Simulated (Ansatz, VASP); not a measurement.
**Two plane-wave programs on LiF**

Contents of INCAR:

```
SYSTEM = LiF
  PREC = Accurate
  ENCUT = 520
  EDIFF = 1E-6
  ISMEAR = 0
  SIGMA = 0.01
  LREAL = .False.
  LASPH = .True.
  NELM = 80
  ALGO = Normal
  ISIF = 2
  LWAVE = .False.
  LCHARG = .False.
  GGA = PE
  NBANDS = 12
```

KPOINTS

```
Automatic mesh
0
Gamma
  8 8 8
  0 0 0
```

The input POSCAR:

```
LiF
1.0
    0.0000000000      2.1446105498      2.1446105498
    2.1446105498      0.0000000000      2.1446105498
    2.1446105498      2.1446105498      0.0000000000
Li F
1 1
Direct
    0.0000000000      0.0000000000      0.0000000000
    0.2500000000      0.2500000000      0.2500000000
```

Input for Ansatz:

```yaml
crystal:
  lattice:
    - [0.0, 2.1446105498, 2.1446105498]
    - [2.1446105498, 0.0, 2.1446105498]
    - [2.1446105498, 2.1446105498, 0.0]
  atoms:
    - { symbol: Li, position: [0.0, 0.0, 0.0] }
    - { symbol: F, position: [0.25, 0.25, 0.25] }
kpoints:
  mp_grid: { grid: [8, 8, 8] }
hamiltonian:
  xc: pbe
scf:
  occupations: { method: fixed }
output:
  optics:
    e_range: [0, 26]
    de: 0.05
    sigma: 0.1
    bands: { spectra_wanted_up_to: 26 }
  write_density: true
  write_potential: true
  elf: true
  volumetric_format: npy
```

Alike in both runs: task single point; functional PBE; k mesh 8 × 8 × 8; no spin polarisation.

```csv
,VASP,Ansatz
version,VASP 6.6.1,Ansatz 0.2.0
potentials or method,"VASP PAW PBE potentials, release 64 (Li_sv, F)","plane waves, PAW"
plane-wave cutoff (eV),520,420
occupations,"gaussian, width 0.01 eV",fixed
valence electrons in the cell,10,10
```

VASP gave:

| Item | Value |
| --- | --- |
| gap on the k mesh at the Fermi level (eV) | 7.92 |

Task: Which values does Ansatz return?

Result: gap on the k mesh at the Fermi level (eV): 7.93.

Noted on VASP's run: the cutoff is short for stress, so the pressure is rough.
